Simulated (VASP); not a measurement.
# AlN (P6_3mc) in VASP: notebook, part 2 of 2

VASP 6.6.1.

## (3) Single point, PBE

This run uses another cell than the first one, of 9.94 Å³/atom.

The input, INCAR:

```
  ALGO = Normal
  EDIFF = 1E-6
  ENCUT = 520
  GGA = PE
  ISIF = 2
  ISMEAR = 0
  LASPH = T
  LCHARG = F
  LREAL = F
  LWAVE = F
  NBANDS = 16
  NELM = 60
  PREC = Accurate
  SIGMA = 0.02
```

The input, KPOINTS:

```
k-points
0
Gamma
  12 12 6
```

The input, POSCAR:

```
AlN
1.0
    3.0649632626      0.0000000000      0.0000000000
   -1.5324816313      2.6543360471      0.0000000000
    0.0000000000      0.0000000000      4.8888944575
Al N
2 2
Direct
    0.6666666667      0.3333333333      0.4985500920
    0.3333333333      0.6666666667      0.9985500920
    0.6666666667      0.3333333333      0.8814499080
    0.3333333333      0.6666666667      0.3814499080
```

Potentials or basis: VASP PAW PBE potentials, release 64 (Al, N).

Run with:

```console
$ cat potpaw_PBE.64/Al/POTCAR potpaw_PBE.64/N/POTCAR > POTCAR
$ mpirun -np 1 vasp_std > vasp.out
```

OUTCAR:

```text
EDIFF = 1E-6
   ENCUT = 520
   GGA = PE
   ISIF = 2
   ISMEAR = 0
   LASPH = T
   LREAL = F
   NELM = 60
   PREC = Accurate

 ion  position               nearest neighbor table
   1  0.667  0.333  0.499-   4 1.86   4 1.86   4 1.86   3 1.87   2 3.02   2 3.02   2 3.02   2 3.02
                             2 3.02   2 3.02
   2  0.333  0.667  0.999-   3 1.86   3 1.86   3 1.86   4 1.87   1 3.02   1 3.02   1 3.02   1 3.02
                             1 3.02   1 3.02
   3  0.667  0.333  0.881-   2 1.86   2 1.86   2 1.86   1 1.87
   4  0.333  0.667  0.381-   1 1.86   1 1.86   1 1.86   2 1.87

  LATTYP: Found a hexagonal cell.
 ALAT       =     3.0649632626
 C/A-ratio  =     1.5950907201

  Lattice vectors:

 A1 = (   3.0649632626,   0.0000000000,   0.0000000000)
 A2 = (  -1.5324816313,   2.6543360471,   0.0000000000)
 A3 = (   0.0000000000,   0.0000000000,   4.8888944575)

Analysis of symmetry for initial positions (statically):
=====================================================================
 Subroutine PRICEL returns:
 Original cell was already a primitive cell.

 Routine SETGRP: Setting up the symmetry group for a
 hexagonal supercell.

 Subroutine GETGRP returns: Found 12 space group operations
 (whereof  6 operations were pure point group operations)
 out of a pool of 24 trial point group operations.

The static configuration has the point symmetry C_3v.
 The point group associated with its full space group is C_6v.

Analysis of symmetry for dynamics (positions and initial velocities):
=====================================================================
 Subroutine PRICEL returns:
 Original cell was already a primitive cell.

 Routine SETGRP: Setting up the symmetry group for a
[... 128 lines left out ...]
   IALGO  =     38    algorithm
   IMIX   =      4    mixing-type and parameters
     AMIX     =   0.40;   BMIX     =  1.00
     AMIX_MAG =   1.60;   BMIX_MAG =  1.00
  volume/ion in A,a.u.               =       9.94        67.10
  Fermi-wavevector in a.u.,A,eV,Ry     =   1.208512  2.283756 19.871318  1.460501
  Thomas-Fermi vector in A             =   2.344117
   LORBIT       =      0    0 simple, 1 ext, 2 COOP (PROOUT), +10 PAW based schemes
   GGA     = PE    functional components
   LHFCALC =     F    Hartree Fock is set to
   AEXX    =    0.0000 exact exchange contribution
   IVDW    =     0    specifies the selected vdW correction
   LEPSILON=     F    determine dielectric tensor
   LRPA    =     F    only Hartree local field effects (RPA)
 non-spin polarized calculation
 Gauss-broadening in eV      SIGMA  =   0.02
  energy-cutoff  :      520.00
  volume of cell :       39.77
 maximum number of plane-waves:      1092
 NGX is ok and might be reduce to    24
   NGX = 11   NGY = 11   NGZ = 19

 number of electron      15.9999997 magnetization

 Free energy of the ion-electron system (eV)
  ---------------------------------------------------
  ext. energy  EPLUGINS =         0.00000000
  ---------------------------------------------------
  free energy    TOTEN  =       -29.65914519 eV

  energy without entropy =      -29.65914519  energy(sigma->0) =      -29.65914519

 E-fermi :   6.7973     XC(G=0): -11.1253

 val. band max:        6.6679197278   @ k =   0.0000   0.0000   0.0000
 cond. band min:      11.2848379175   @ k =   0.0000   0.0000   0.0000
 fundamental gap:      4.6169181897
 Fermi energy:         6.7973160033

 k-point     1 :       0.0000    0.0000    0.0000
  band No.  band energies     occupation
      1      -8.8545      2.00000
      2      -6.5360      2.00000
      3       0.4334      2.00000
      4       5.7228      2.00000
      5       5.7228      2.00000
      6       6.3952      2.00000
[... 433 lines left out ...]
      3       1.5584      2.00000
      4       2.5869      2.00000
      5       3.2032      2.00000
      6       4.7842      2.00000
[... 8 lines left out ...]
     15      19.5936      0.00000
     16      21.4089      0.00000

 [... further k-points ...]

------------------------ aborting loop because EDIFF is reached ----------------------------------------

  FORCE on cell =-STRESS in cart. coord.  units (eV):
  Direction    XX          YY          ZZ          XY          YZ          ZX
  --------------------------------------------------------------------------------------
  -------------------------------------------------------------------------------------
  Total        3.6553646      3.6553646      3.6880329      0.0000000      0.0000000      0.0000000
  in kB      147.2480138    147.2480138    148.5639829      0.0000000      0.0000000      0.0000000
  external PRESSURE =     147.6866702 kB  Pullay stress =       0.0000000 kB

 VOLUME and BASIS-vectors are now :
 -----------------------------------------------------------------------------
  energy-cutoff  :      520.00
  volume of cell :       39.77
      direct lattice vectors                 reciprocal lattice vectors
     3.064963263  0.000000000  0.000000000     0.326268185  0.188371024  0.000000000
    -1.532481631  2.654336047  0.000000000     0.000000000  0.376742049  0.000000000
     0.000000000  0.000000000  4.888894458     0.000000000  0.000000000  0.204545222

 POSITION                                       TOTAL-FORCE (eV/Angst)
 -----------------------------------------------------------------------------------
      1.53248      0.88478      2.43736        -0.000000      0.000000     -0.005783
     -0.00000      1.76956      4.88181         0.000000     -0.000000     -0.005783
      1.53248      0.88478      4.30932        -0.000000      0.000000      0.005783
     -0.00000      1.76956      1.86487         0.000000     -0.000000      0.005783
 -----------------------------------------------------------------------------------
    total drift:                                0.000000      0.000000      0.000002

  FREE ENERGIE OF THE ION-ELECTRON SYSTEM (eV)
  ---------------------------------------------------
  free  energy   TOTEN  =       -29.6591451899 eV

  energy  without entropy=      -29.6591451899  energy(sigma->0) =      -29.65914519
```

Wall time 54 s (1 thread of Intel Xeon 8259CL, shared host); peak memory 0.17 GiB.

What came out:

- Free energy: -29.6591 eV
- Pressure: 14.8 GPa
- Largest force: 0.006 eV/Å
- Band gap on the k mesh: 4.62 eV

Forces in eV/Å, atoms in the order of the input:
```
Al   0.000  0.000 -0.006
Al   0.000  0.000 -0.006
N    0.000  0.000  0.006
N    0.000  0.000  0.006
```

Caveat: the cell stands under pressure.

## (4) Single point, PBE

This run uses another cell than the first one, of 9.94 Å³/atom.

The input, INCAR:

```
SYSTEM = AlN
PREC = Accurate ; ENCUT = 520
EDIFF = 1E-6 ; ISMEAR = 0
SIGMA = 0.02 ; LREAL = .False.
LASPH = .True. ; NELM = 100
ALGO = Normal ; ISIF = 2
LWAVE = .False. ; LCHARG = .False.
GGA = PE ; NBANDS = 16
```

The input, KPOINTS:

```
Automatic mesh
0
Gamma
  12 12 6
  0 0 0
```

POSCAR is that of step 3.

Potentials or basis: VASP PAW PBE potentials, release 64 (Al, N).

Run with:

```console
$ cat potpaw_PBE.64/Al/POTCAR potpaw_PBE.64/N/POTCAR > POTCAR
$ mpirun -np 1 vasp_std > vasp.out
```

OUTCAR:

```text
SYSTEM = AlN
   PREC = Accurate
   ENCUT = 520
   EDIFF = 1E-6
   ISMEAR = 0
   LREAL = .False.
   LASPH = .True.
   NELM = 100
   ISIF = 2
   GGA = PE

 ion  position               nearest neighbor table
   1  0.667  0.333  0.499-   4 1.86   4 1.86   4 1.86   3 1.87   2 3.02   2 3.02   2 3.02   2 3.02
                             2 3.02   2 3.02
   2  0.333  0.667  0.999-   3 1.86   3 1.86   3 1.86   4 1.87   1 3.02   1 3.02   1 3.02   1 3.02
                             1 3.02   1 3.02
   3  0.667  0.333  0.881-   2 1.86   2 1.86   2 1.86   1 1.87
   4  0.333  0.667  0.381-   1 1.86   1 1.86   1 1.86   2 1.87

[... 661 lines left out ...]
  -------------------------------------------------------------------------------------
  Total        3.6553646      3.6553646      3.6880329      0.0000000      0.0000000      0.0000000
  in kB      147.2480138    147.2480138    148.5639829      0.0000000      0.0000000      0.0000000
  external PRESSURE =     147.6866702 kB  Pullay stress =       0.0000000 kB

 VOLUME and BASIS-vectors are now :
 -----------------------------------------------------------------------------
  energy-cutoff  :      520.00
  volume of cell :       39.77
      direct lattice vectors                 reciprocal lattice vectors
     3.064963263  0.000000000  0.000000000     0.326268185  0.188371024  0.000000000
    -1.532481631  2.654336047  0.000000000     0.000000000  0.376742049  0.000000000
     0.000000000  0.000000000  4.888894458     0.000000000  0.000000000  0.204545222

 POSITION                                       TOTAL-FORCE (eV/Angst)
 -----------------------------------------------------------------------------------
      1.53248      0.88478      2.43736        -0.000000      0.000000     -0.005783
     -0.00000      1.76956      4.88181         0.000000     -0.000000     -0.005783
      1.53248      0.88478      4.30932        -0.000000      0.000000      0.005783
     -0.00000      1.76956      1.86487         0.000000     -0.000000      0.005783
 -----------------------------------------------------------------------------------
    total drift:                                0.000000      0.000000      0.000002

  FREE ENERGIE OF THE ION-ELECTRON SYSTEM (eV)
  ---------------------------------------------------
  free  energy   TOTEN  =       -29.6591451899 eV

  energy  without entropy=      -29.6591451899  energy(sigma->0) =      -29.65914519
```

OSZICAR:

```text
N       E                     dE             d eps       ncg     rms          rms(c)
DAV:   1     0.412370505046E+02    0.41237E+02   -0.74296E+03  2432   0.903E+02
DAV:   2    -0.313763839498E+02   -0.72613E+02   -0.66782E+02  3480   0.189E+02
DAV:   3    -0.345856826487E+02   -0.32093E+01   -0.32017E+01  2992   0.412E+01
DAV:   4    -0.346040871176E+02   -0.18404E-01   -0.18403E-01  3040   0.352E+00
DAV:   5    -0.346043259082E+02   -0.23879E-03   -0.23879E-03  3064   0.404E-01    0.125E+01
DAV:   6    -0.296577807339E+02    0.49465E+01   -0.10636E+01  2888   0.240E+01    0.431E+00
DAV:   7    -0.296711105007E+02   -0.13330E-01   -0.74161E-01  2648   0.607E+00    0.303E+00
DAV:   8    -0.296632494605E+02    0.78610E-02   -0.56810E-02  2696   0.217E+00    0.530E-01
DAV:   9    -0.296586295689E+02    0.46199E-02   -0.11854E-02  3264   0.808E-01    0.235E-01
DAV:  10    -0.296592172926E+02   -0.58772E-03   -0.20841E-03  2584   0.289E-01    0.125E-01
DAV:  11    -0.296591425593E+02    0.74733E-04   -0.17011E-04  2856   0.101E-01    0.296E-02
DAV:  12    -0.296591453986E+02   -0.28393E-05   -0.10544E-05  2704   0.260E-02    0.733E-03
DAV:  13    -0.296591451899E+02    0.20866E-06   -0.36734E-06  2872   0.150E-02
   1 F= -.29659145E+02 E0= -.29659145E+02  d E =-.865028E-23
```

stdout:

```text
POSCAR found type information on POSCAR AlN
 POSCAR found :  2 types and       4 ions
 scaLAPACK will be used
 LDA part: xc-table for (Slater+PW92), standard interpolation
 POSCAR, INCAR and KPOINTS ok, starting setup
 FFT: planning ... GRIDC
 FFT: planning ... GRID_SOFT
 FFT: planning ... GRID
 WAVECAR not read
 entering main loop
```

It took 56 s on 1 thread of Intel Xeon 8259CL, shared host; peak memory 0.17 GiB.

What came out:

| Quantity | Value |
| --- | --- |
| Free energy | -29.6591 eV |
| Pressure | 14.8 GPa |
| Largest force | 0.006 eV/Å |
| Band gap on the k mesh | 4.62 eV |

Forces in eV/Å, atoms in the order of the input:
```
Al   0.000  0.000 -0.006
Al   0.000  0.000 -0.006
N    0.000  0.000  0.006
N    0.000  0.000  0.006
```

Stress tensor (GPa, compression positive):
```
14.72  0.00  0.00
 0.00 14.72  0.00
 0.00  0.00 14.86
```

Caveat: the cell stands under pressure. A k mesh can miss the band edges.

## (5) Single point, PBE

This run uses another cell than the first one, of 10.24 Å³/atom.

The input, INCAR:

```
PREC = Accurate
ENCUT = 520
EDIFF = 1E-6
ISMEAR = 0
SIGMA = 0.02
LREAL = F
LASPH = T
NELM = 100
ALGO = Normal
ISIF = 2
LWAVE = F
LCHARG = F
GGA = PE
NBANDS = 16
```

The input, KPOINTS:

```
regular mesh
0
Gamma
  12 12 6
```

The input, POSCAR:

```
AlN
1.0
    3.0929444733      0.0000000000      0.0000000000
   -1.5464722366      2.6785684864      0.0000000000
    0.0000000000      0.0000000000      4.9455034996
Al N
2 2
Direct
    0.6666666667      0.3333333333      0.4988888352
    0.3333333333      0.6666666667      0.9988888352
    0.6666666667      0.3333333333      0.8811111648
    0.3333333333      0.6666666667      0.3811111648
```

Run with:

```console
$ cat potpaw_PBE.64/Al/POTCAR potpaw_PBE.64/N/POTCAR > POTCAR
$ mpirun -np 1 vasp_std > vasp.out
```

Run time: 59 s. Hardware: 1 thread of Intel Xeon 8259CL, shared host; peak memory 0.18 GiB.

It converged, with:

```yaml
Free_energy: -29.7434 eV
Pressure: 7.8 GPa
Largest_force: 0.003 eV/Å
Band_gap_on_the_k_mesh: 4.37 eV
```

Forces on the atoms (eV/Å):
```
Al   0.000  0.000 -0.003
Al   0.000  0.000 -0.003
N    0.000  0.000  0.003
N    0.000  0.000  0.003
```

Stress tensor (GPa, compression positive):
```
7.72 0.00 0.00
0.00 7.72 0.00
0.00 0.00 7.82
```

Levels at points of the mesh, in eV from the valence-band top:
| k point | band 5 | band 6 | band 7 | band 8 | band 9 | band 10 | band 11 | band 12 |
| --- | --- | --- | --- | --- | --- | --- | --- | --- |
| (0.00, 0.00, 0.00) | -0.90 | -0.24 | -0.24 | 0.00 | 4.37 | 6.80 | 10.77 | 11.26 |
| (0.50, 0.00, 0.00) | -3.40 | -2.14 | -1.81 | -0.71 | 5.85 | 5.86 | 8.34 | 10.41 |
| (0.00, 0.00, 0.50) | -0.58 | -0.58 | -0.58 | -0.58 | 6.62 | 6.62 | 10.47 | 10.47 |
| (0.50, 0.00, 0.50) | -1.50 | -1.50 | -1.39 | -1.39 | 5.37 | 5.37 | 9.36 | 9.36 |

Caveat: the cell stands under pressure. A k mesh can miss the band edges.

## (6) Single point, PBE

This run uses another cell than the first one, of 10.49 Å³/atom.

The input, INCAR:

```
SYSTEM = AlN
PREC = Accurate
ENCUT = 520
EDIFF = 1E-7
ISMEAR = 0
SIGMA = 0.02
LREAL = .FALSE.
LASPH = .TRUE.
NELM = 60
ALGO = Normal
ISIF = 2
LWAVE = .FALSE.
LCHARG = .FALSE.
GGA = PE
NBANDS = 16
```

The input, KPOINTS:

```
regular mesh
0
G
  12 12 6
  0 0 0
```

The input, POSCAR:

```
AlN
1.0
    3.1155098305      0.0000000000      0.0000000000
   -1.5577549152      2.6981106590      0.0000000000
    0.0000000000      0.0000000000      4.9895240657
Al N
2 2
Direct
    0.6666666667      0.3333333333      0.4990883635
    0.3333333333      0.6666666667      0.9990883635
    0.6666666667      0.3333333333      0.8809116365
    0.3333333333      0.6666666667      0.3809116365
```

Potentials or basis: VASP PAW PBE potentials, release 64 (Al, N).

Run with:

```console
$ cat potpaw_PBE.64/Al/POTCAR potpaw_PBE.64/N/POTCAR > POTCAR
$ mpirun -np 1 vasp_std > vasp.out
```

It took 57 s on 1 thread of Intel Xeon 8259CL, shared host; peak memory 0.18 GiB.

It converged, with:

| Item | Value |
| --- | --- |
| Free energy | -29.7753 eV |
| Pressure | 2.7 GPa |
| Band gap on the k mesh | 4.17 eV |

Levels at points of the mesh, in eV from the valence-band top:
| k point | band 4 | band 5 | band 6 | band 7 | band 8 | band 9 | band 10 | band 11 | band 12 | band 13 |
| --- | --- | --- | --- | --- | --- | --- | --- | --- | --- | --- |
| (0.00, 0.00, 0.00) | -0.87 | -0.87 | -0.22 | -0.22 | 0.00 | 4.17 | 6.62 | 10.58 | 11.12 | 11.12 |
| (0.50, 0.00, 0.00) | -4.16 | -3.34 | -2.09 | -1.77 | -0.69 | 5.80 | 5.80 | 8.15 | 10.25 | 10.88 |
| (0.00, 0.00, 0.50) | -3.33 | -0.55 | -0.55 | -0.55 | -0.55 | 6.43 | 6.43 | 10.29 | 10.29 | 11.44 |
| (0.50, 0.00, 0.50) | -5.59 | -1.47 | -1.47 | -1.36 | -1.36 | 5.29 | 5.29 | 9.23 | 9.23 | 11.76 |

## (7) Overview

```tsv
cell	gap on the mesh (eV)	pressure (GPa)
a = 3.016, b = 3.016, c = 4.781 Å, angles 90.0, 90.0, 120.0°, 4 atoms, atomic positions A	5.07	29.8
a = 3.065, b = 3.065, c = 4.889 Å, angles 90.0, 90.0, 120.0°, 4 atoms, atomic positions A	4.62	14.8
a = 3.093, b = 3.093, c = 4.946 Å, angles 90.0, 90.0, 120.0°, 4 atoms, atomic positions B	4.37	7.8
a = 3.116, b = 3.116, c = 4.990 Å, angles 90.0, 90.0, 120.0°, 4 atoms, atomic positions B	4.17	2.7
```

Alike in all rows: task single point; level PBE; potentials or basis VASP PAW PBE potentials, release 64 (Al, N); no spin polarisation; k mesh 12 × 12 × 6; cutoff (eV) 520; smearing gaussian 0.02 eV.

Caveats: the cell stands under pressure (at least some runs).

Total energies depend on the potentials used, so only differences within one code and one set of settings carry meaning.
